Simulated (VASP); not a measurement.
# NiO (R-3m) in VASP: a series of runs, part 2 of 2

VASP 6.6.1. Earlier steps stand in the parts before.

## (3) Single point, r2SCAN, collinear spin, antiferromagnetic start (8.84 Å³/atom)

This run uses another cell than the first one, of 8.84 Å³/atom.

File POSCAR:

```
NiO
1.0
    0.0000000000      2.0703799329      2.0703799329
    2.0703799329      0.0000000000      2.0703799329
    4.1287540524      2.0583741195     -2.0583741195
Ni O
2 2
Direct
    0.0000000000      0.0000000000      0.0000000000
    0.5000000000      0.0000000000      0.5000000000
    0.7500000047      0.4999999907      0.2500000140
    1.2499999953      0.5000000093      0.7499999860
```

File INCAR.step1:

```
SYSTEM = NiO
ALGO = Normal
EDIFF = 1E-4
ENCUT = 520
GGA = PE
ISMEAR = 0
ISPIN = 2
LASPH = .True.
LCHARG = .False.
LMAXMIX = 4
LREAL = .False.
LWAVE = .True.
MAGMOM = 1.73 -1.73 0 0
NBANDS = 28
NELM = 150
PREC = Accurate
SIGMA = 0.05
```

File INCAR.step2:

```
SYSTEM = NiO
ALGO = Normal
EDIFF = 1E-7
ENCUT = 520
ISIF = 2
ISMEAR = 0
ISPIN = 2
ISTART = 1
LASPH = .True.
LCHARG = .True.
LELF = .True.
LMAXMIX = 4
LMIXTAU = .True.
LORBIT = 11
LREAL = .False.
LVHAR = .True.
LWAVE = .False.
MAGMOM = 1.73 -1.73 0 0
METAGGA = R2SCAN
NBANDS = 28
NELM = 150
PREC = Accurate
SIGMA = 0.05
```

File KPOINTS:

```
k-points
0
Gamma
  10 10 10
  0 0 0
```

Potentials or basis: VASP PAW PBE potentials, release 64 (Ni, O).

Run with:

```sh
> cat potpaw_PBE.64/Ni/POTCAR potpaw_PBE.64/O/POTCAR > POTCAR
> cp INCAR.step1 INCAR
> mpirun -np 1 vasp_std > vasp.out
> cp INCAR.step2 INCAR
> mpirun -np 1 vasp_std > vasp.out
```

OUTCAR:

```text
SYSTEM = NiO
   EDIFF = 1E-7
   ENCUT = 520
   ISIF = 2
   ISMEAR = 0
   ISPIN = 2
   ISTART = 1
   LASPH = .True.
   LORBIT = 11
   LREAL = .False.
   METAGGA = R2SCAN
   NELM = 150
   PREC = Accurate

 ion  position               nearest neighbor table
   1  0.000  0.000  0.000-   4 2.07   3 2.07   3 2.07   4 2.07   3 2.07   4 2.07   2 2.92   2 2.92
                             2 2.92   2 2.92   2 2.92   2 2.92
   2  0.500  0.000  0.500-   4 2.07   4 2.07   3 2.07   3 2.07   3 2.07   4 2.07   1 2.92   1 2.92
                             1 2.92   1 2.92   1 2.92   1 2.92
   3  0.750  0.500  0.250-   2 2.07   2 2.07   2 2.07   1 2.07   1 2.07   1 2.07
   4  0.250  0.500  0.750-   2 2.07   2 2.07   2 2.07   1 2.07   1 2.07   1 2.07

[... 1751 lines left out ...]
     2.070379933  0.000000000  2.070379933     0.241149931 -0.241853205  0.241853205
     4.128754052  2.058374119 -2.058374119     0.121278239  0.121278239 -0.121278239

 POSITION                                       TOTAL-FORCE (eV/Angst)
 -----------------------------------------------------------------------------------
      0.00000      0.00000      0.00000         0.000000     -0.000000      0.000000
      2.06438      2.06438      0.00600         0.000000     -0.000000      0.000000
      2.06738      2.06738      2.07338        -0.000000      0.000000     -0.000000
      4.13176      2.06138      0.00900        -0.000000      0.000000      0.000000
 -----------------------------------------------------------------------------------
    total drift:                               -0.000000     -0.000000      0.000000

  FREE ENERGIE OF THE ION-ELECTRON SYSTEM (eV)
  ---------------------------------------------------
  free  energy   TOTEN  =       -40.5521297738 eV

  energy  without entropy=      -40.5521297738  energy(sigma->0) =      -40.55212977

 total charge

# of ion       s       p       d       tot
------------------------------------------
    1        0.343   0.439   8.226   9.009
    2        0.343   0.439   8.226   9.009
    3        1.560   3.493   0.000   5.053
    4        1.560   3.493   0.000   5.053
--------------------------------------------------
tot          3.807   7.864  16.452  28.124

 magnetization (x)

# of ion       s       p       d       tot
------------------------------------------
    1       -0.007  -0.013   1.568   1.548
    2        0.007   0.013  -1.568  -1.548
    3        0.000   0.000   0.000   0.000
    4        0.000   0.000   0.000   0.000
--------------------------------------------------
tot          0.000   0.000   0.000   0.000
```

OUTCAR.step1:

```text
SYSTEM = NiO
   EDIFF = 1E-4
   ENCUT = 520
   GGA = PE
   ISMEAR = 0
   ISPIN = 2
[... 1771 lines left out ...]
      0.00000      0.00000      0.00000         0.000000     -0.000000     -0.000000
      2.06438      2.06438      0.00600         0.000000     -0.000000     -0.000000
      2.06738      2.06738      2.07338        -0.000000      0.000000      0.000000
      4.13176      2.06138      0.00900         0.000000     -0.000000     -0.000000
 -----------------------------------------------------------------------------------
    total drift:                               -0.000000     -0.000000      0.000000

  FREE ENERGIE OF THE ION-ELECTRON SYSTEM (eV)
  ---------------------------------------------------
  free  energy   TOTEN  =       -23.4467867331 eV

  energy  without entropy=      -23.4467867331  energy(sigma->0) =      -23.44678673
```

OSZICAR.step1:

```text
N       E                     dE             d eps       ncg     rms          rms(c)
DAV:   1     0.251548540708E+03    0.25155E+03   -0.14574E+04 13736   0.152E+03
DAV:   2    -0.292895250138E+01   -0.25448E+03   -0.22806E+03 13360   0.337E+02
DAV:   3    -0.271248168337E+02   -0.24196E+02   -0.22543E+02 14496   0.112E+02
DAV:   4    -0.275998622097E+02   -0.47505E+00   -0.47303E+00 13948   0.159E+01
DAV:   5    -0.276110519303E+02   -0.11190E-01   -0.11188E-01 15788   0.240E+00    0.211E+01
DAV:   6    -0.247677365243E+02    0.28433E+01   -0.16830E+01 17192   0.793E+01    0.224E+01
DAV:   7    -0.234264178832E+02    0.13413E+01   -0.43967E+00 15240   0.590E+01    0.959E+00
DAV:   8    -0.234674649012E+02   -0.41047E-01   -0.63831E-01 15036   0.686E+00    0.592E+00
DAV:   9    -0.234402226140E+02    0.27242E-01   -0.27725E-02 20604   0.417E+00    0.109E+00
DAV:  10    -0.234472041264E+02   -0.69815E-02   -0.19163E-02 17984   0.197E+00    0.355E-01
DAV:  11    -0.234466627651E+02    0.54136E-03   -0.17224E-03 18436   0.121E+00    0.927E-02
DAV:  12    -0.234467873528E+02   -0.12459E-03   -0.86554E-04 13636   0.209E-01    0.567E-02
DAV:  13    -0.234467867331E+02    0.61975E-06   -0.20426E-05  6856   0.704E-02
   1 F= -.23446787E+02 E0= -.23446787E+02  d E =-.101280E-21  mag=    -0.0000
```

It took 24 min on 1 thread of Oxide Virtual Turin-like, shared host; peak memory 0.27 GiB.

Results:

```yaml
Free_energy: -40.5521 eV
Pressure: 4.7 GPa
Band_gap_on_the_k_mesh: 2.32 eV
Net_moment: 0.00 μB per cell
Site_moments: Ni +1.55, -1.55; O +0.00 μB
Valence_electrons_inside_the_program's_atomic_spheres: Ni 9.01; O 5.05
```

Caveat: the cell stands under pressure; the PAW data sets were made with another functional, which shifts forces and pressure a little. r2SCAN opens gaps a little over a GGA but as a rule still falls short of measured ones.
